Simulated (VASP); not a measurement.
# LiF (Griceite) (Fm-3m) in VASP: single point with r2SCAN+D3(BJ)

Aim: the single point of LiF (Griceite) with r2SCAN+D3(BJ).

All numbers are computed with VASP 6.6.1; they aren't measurements. Logs are shortened: lines on timing, memory, paths and dates and some standing lists are left out, and cuts for length are marked.

### 1 The cell of the first run

It takes space group Fm-3m (No. 225, cubic). The conventional cell has a = 4.028 Å, b = 4.028 Å, c = 4.028 Å, α = 90.00°, β = 90.00°, γ = 90.00°. Within 2.7 Å of Li (site symmetry m-3m) lie 6 F at 2.01 Å. Within 2.7 Å of F (site symmetry m-3m) lie 6 Li at 2.01 Å.

### 2 Single point, r2SCAN+D3(BJ)

Contents of POSCAR:

```
LiF
1.0
    0.0000000000      2.0140000000      2.0140000000
    2.0140000000      0.0000000000      2.0140000000
    2.0140000000      2.0140000000      0.0000000000
Li F
1 1
Direct
    0.0000000000      0.0000000000      0.0000000000
    0.5000000000      0.5000000000      0.5000000000
```

Contents of INCAR.step1:

```
ALGO = Normal ; EDIFF = 1E-5
ENCUT = 830 ; GGA = PE
GGA_COMPAT = False ; ISMEAR = 0
LASPH = True ; LCHARG = False
LREAL = False ; LWAVE = True
NBANDS = 12 ; NELM = 120
PREC = Accurate ; SIGMA = 0.01
```

Contents of INCAR.step2:

```
ALGO = Normal ; EDIFF = 1E-6
ENCUT = 830 ; GGA_COMPAT = False
ISIF = 2 ; ISMEAR = 0
ISTART = 1 ; IVDW = 12
LASPH = True ; LCHARG = False
LMIXTAU = True ; LREAL = False
LWAVE = False ; METAGGA = R2SCAN
NBANDS = 12 ; NELM = 120
PREC = Accurate ; SIGMA = 0.01
VDW_A1 = 0.49484001 ; VDW_A2 = 5.73083694
VDW_S6 = 1.0 ; VDW_S8 = 0.78981345
```

Contents of KPOINTS:

```
k-points
0
Gamma
  4 4 4
```

Potentials or basis: VASP PAW PBE potentials, release 64 (Li_sv, F).

On the command line:

```sh
cat potpaw_PBE.64/Li_sv/POTCAR potpaw_PBE.64/F/POTCAR > POTCAR
cp INCAR.step1 INCAR
mpirun -np 1 vasp_std > vasp.out
cp INCAR.step2 INCAR
mpirun -np 1 vasp_std > vasp.out
```

OUTCAR:

```text
EDIFF = 1E-6
   ENCUT = 830
   ISIF = 2
   ISMEAR = 0
   ISTART = 1
   IVDW = 12
   LASPH = True
   LREAL = False
   METAGGA = R2SCAN
   NELM = 120
   PREC = Accurate
 IVDW          = 12

 ion  position               nearest neighbor table
   1  0.000  0.000  0.000-   2 2.01   2 2.01   2 2.01   2 2.01   2 2.01   2 2.01
   2  0.500  0.500  0.500-   1 2.01   1 2.01   1 2.01   1 2.01   1 2.01   1 2.01

  LATTYP: Found a face centered cubic cell.
 ALAT       =     4.0280000000

  Lattice vectors:

 A1 = (   0.0000000000,   2.0140000000,   2.0140000000)
 A2 = (   2.0140000000,   0.0000000000,   2.0140000000)
 A3 = (   2.0140000000,   2.0140000000,   0.0000000000)

Analysis of symmetry for initial positions (statically):
=====================================================================
 Subroutine PRICEL returns:
 Original cell was already a primitive cell.

 Routine SETGRP: Setting up the symmetry group for a
 face centered cubic supercell.

 Subroutine GETGRP returns: Found 48 space group operations
 (whereof 48 operations were pure point group operations)
 out of a pool of 48 trial point group operations.

The static configuration has the point symmetry O_h .

Analysis of symmetry for dynamics (positions and initial velocities):
=====================================================================
 Subroutine PRICEL returns:
 Original cell was already a primitive cell.

 Routine SETGRP: Setting up the symmetry group for a
 face centered cubic supercell.

 Subroutine GETGRP returns: Found 48 space group operations
 (whereof 48 operations were pure point group operations)
 out of a pool of 48 trial point group operations.

The dynamic configuration has the point symmetry O_h .

 Subroutine INISYM returns: Found 48 space group operations
 (whereof 48 operations are pure point group operations),
 and found     1 'primitive' translations

----------------------------------------------------------------------------------------

                                     Primitive cell

  volume of cell :      16.3384

  direct lattice vectors                    reciprocal lattice vectors
     0.000000000  2.014000000  2.014000000    -0.248262165  0.248262165  0.248262165
     2.014000000  0.000000000  2.014000000     0.248262165 -0.248262165  0.248262165
     2.014000000  2.014000000  0.000000000     0.248262165  0.248262165 -0.248262165

  length of vectors
     2.848226115  2.848226115  2.848226115     0.430002683  0.430002683  0.430002683

[... 72 lines left out ...]
   TEBEG  =    0.0;   TEEND  =   0.0 temperature during run
   PSTRESS=    0.0 pullay stress
   NELECT =      10.0000    total number of electrons
   NUPDOWN=      -1.0000    fix difference up-down
   EMIN   =  10.00;   EMAX   =-10.00  energy-range for DOS
   EFERMI =   0.00;   METHOD = LEGACY
   ISMEAR =     0;   SIGMA  =   0.01  broadening in eV -4-tet -1-fermi 0-gaus
   EFERMI_NEDOS =   21; number of points for ismear=-14 and -15
   IALGO  =     38    algorithm
   IMIX   =      4    mixing-type and parameters
     AMIX     =   0.40;   BMIX     =  1.00
     AMIX_MAG =   1.60;   BMIX_MAG =  1.00
  volume/ion in A,a.u.               =       8.17        55.13
  Fermi-wavevector in a.u.,A,eV,Ry     =   1.389970  2.626662 26.286674  1.932016
  Thomas-Fermi vector in A             =   2.513950
   LORBIT       =      0    0 simple, 1 ext, 2 COOP (PROOUT), +10 PAW based schemes
   METAGGA = R2SCAN    functional components
   LHFCALC =     F    Hartree Fock is set to
   AEXX    =    0.0000 exact exchange contribution
   IVDW    =    12    specifies the selected vdW correction
   LEPSILON=     F    determine dielectric tensor
   LRPA    =     F    only Hartree local field effects (RPA)
 non-spin polarized calculation
 Gauss-broadening in eV      SIGMA  =   0.01
  energy-cutoff  :      830.00
  volume of cell :       16.34
 maximum number of plane-waves:       896
 NGX is ok and might be reduce to    28
   NGX = 13   NGY = 13   NGZ = 13

 number of electron      10.0000002 magnetization

 Free energy of the ion-electron system (eV)
  ---------------------------------------------------
  ext. energy  EPLUGINS =         0.00000000
  ---------------------------------------------------
  free energy    TOTEN  =       -11.90253419 eV

  energy without entropy =      -11.90253419  energy(sigma->0) =      -11.90253419

 E-fermi :  -1.5655     XC(G=0): -10.5433

 val. band max:       -1.6513912899   @ k =   0.0000   0.0000   0.0000
 cond. band min:       8.6041788544   @ k =   0.0000   0.0000   0.0000
 fundamental gap:     10.2555701442
 Fermi energy:        -1.5655069252

 k-point     1 :       0.0000    0.0000    0.0000
  band No.  band energies     occupation
      1     -43.6943      2.00000
      2     -22.7458      2.00000
      3      -1.6514      2.00000
      4      -1.6514      2.00000
      5      -1.6514      2.00000
      6       8.6042      0.00000
      7      23.8423      0.00000
      8      23.8423      0.00000
      9      23.8423      0.00000
     10      24.3824      0.00000
     11      24.3824      0.00000
     12      24.3824      0.00000
[... 91 lines left out ...]
 k-point     8 :      -0.2500    0.5000    0.2500
  band No.  band energies     occupation
      1     -43.6222      2.00000
      2     -22.0993      2.00000
      3      -3.7267      2.00000
      4      -3.7267      2.00000
      5      -2.4469      2.00000
      6      14.5949      0.00000
      7      14.5949      0.00000
      8      17.2169      0.00000
      9      19.3637      0.00000
     10      27.3863      0.00000
     11      27.3863      0.00000
     12      33.9439      0.00000

------------------------ aborting loop because EDIFF is reached ----------------------------------------

 Edisp (eV)   -0.16918

 E8    (eV) :    -0.0475

  FORCE on cell =-STRESS in cart. coord.  units (eV):
  Direction    XX          YY          ZZ          XY          YZ          ZX
  --------------------------------------------------------------------------------------
  -------------------------------------------------------------------------------------
  Total      -0.41854    -0.41854    -0.41854    -0.00000     0.00000     0.00000
  in kB     -41.04297   -41.04297   -41.04297    -0.00000     0.00000     0.00000
  external pressure =      -41.04 kB  Pullay stress =        0.00 kB

 VOLUME and BASIS-vectors are now :
 -----------------------------------------------------------------------------
  energy-cutoff  :      830.00
  volume of cell :       16.34
      direct lattice vectors                 reciprocal lattice vectors
     0.000000000  2.014000000  2.014000000    -0.248262165  0.248262165  0.248262165
     2.014000000  0.000000000  2.014000000     0.248262165 -0.248262165  0.248262165
     2.014000000  2.014000000  0.000000000     0.248262165  0.248262165 -0.248262165

 POSITION                                       TOTAL-FORCE (eV/Angst)
 -----------------------------------------------------------------------------------
      0.00000      0.00000      0.00000         0.000000     -0.000000     -0.000000
      2.01400      2.01400      2.01400        -0.000000      0.000000      0.000000
 -----------------------------------------------------------------------------------
    total drift:                                0.000000      0.000000      0.000000

  FREE ENERGIE OF THE ION-ELECTRON SYSTEM (eV)
  ---------------------------------------------------
  free  energy   TOTEN  =       -12.0717155711 eV

  energy  without entropy=      -12.0717155711  energy(sigma->0) =      -12.07171557
```

OUTCAR.step1:

```text
EDIFF = 1E-5
   ENCUT = 830
   GGA = PE
   ISMEAR = 0
   LASPH = True
[... 322 lines left out ...]
 -----------------------------------------------------------------------------------
      0.00000      0.00000      0.00000        -0.000000      0.000000      0.000000
      2.01400      2.01400      2.01400         0.000000     -0.000000      0.000000
 -----------------------------------------------------------------------------------
    total drift:                                0.000000      0.000000      0.000000

  FREE ENERGIE OF THE ION-ELECTRON SYSTEM (eV)
  ---------------------------------------------------
  free  energy   TOTEN  =        -9.6409517597 eV

  energy  without entropy=       -9.6409517597  energy(sigma->0) =       -9.64095176
```

Wall time 34 s (1 thread of Intel Xeon 8259CL, shared host); peak memory 0.16 GiB.

What came out:

```
Free energy                : -12.0717 eV
Pressure                   : -4.1 GPa
Band gap on the k mesh     : 10.26 eV, direct
Dispersion energy per atom : -0.085 eV
```

Levels at points of the mesh, in eV from the valence-band top:
```
           k point  band 2  band 3  band 4  band 5  band 6  band 7  band 8  band 9
(0.00, 0.00, 0.00)  -21.09    0.00    0.00    0.00   10.26   25.49   25.49   25.49
(0.50, 0.00, 0.00)  -20.68   -2.49   -0.24   -0.24   11.83   18.13   20.42   20.42
(0.50, 0.50, 0.00)  -20.42   -3.00   -1.01   -1.01   16.05   17.45   19.08   21.90
```

Caveat: the k points lie up to 0.68 Å⁻¹ apart; three body term missing; the PAW data sets were made with another functional, which shifts forces and pressure a little.
